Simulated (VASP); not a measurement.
Here is a VASP 6.6.1 calculation.

INCAR

```
ALGO = Normal
EDIFF = 1E-6
ENCUT = 520
GGA = PE
ISIF = 2
ISMEAR = 0
KPAR = 4
LASPH = True
LCHARG = False
LREAL = False
LWAVE = False
NBANDS = 61
NELM = 60
PREC = Accurate
SIGMA = 0.1
```

Contents of KPOINTS:

```
k-points
0
Gamma
  6 6 6
```

Contents of POSCAR:

```
Te2Pb5Se3
1.0
   -2.2549798000      2.2549798000     15.8759389000
    2.2549798000     -2.2549798000     15.8759389000
    2.2549798000      2.2549798000    -15.8759389000
Te Pb Se
2 5 3
Direct
    0.8000950000      0.8000950000      0.0000000000
    0.1999050000      0.1999050000      0.0000000000
    0.6953820000      0.6953820000      0.0000000000
    0.3046180000      0.3046180000      0.0000000000
    0.9030710000      0.9030710000      0.0000000000
    0.5000000000      0.5000000000      0.0000000000
    0.0969290000      0.0969290000      0.0000000000
    0.4023770000      0.4023770000      0.0000000000
    0.0000000000      0.0000000000      0.0000000000
    0.5976230000      0.5976230000      0.0000000000
```

Potentials or basis: VASP PAW PBE potentials, release 64 (Te, Pb_d, Se).

The run is started by

```sh
$ cat potpaw_PBE.64/Te/POTCAR potpaw_PBE.64/Pb_d/POTCAR potpaw_PBE.64/Se/POTCAR > POTCAR
$ mpirun -np 4 vasp_std > vasp.out
```

(1) What does it give for the band gap on the k mesh?

(2) Estimate the pressure.

(3) What does it give for the largest force?

## Answers

(1) 0.43 eV.

(2) 0.0 GPa.

(3) 0.007 eV/Å.

Caveat: spin-orbit coupling is left out, which moves the levels of the heavy elements.
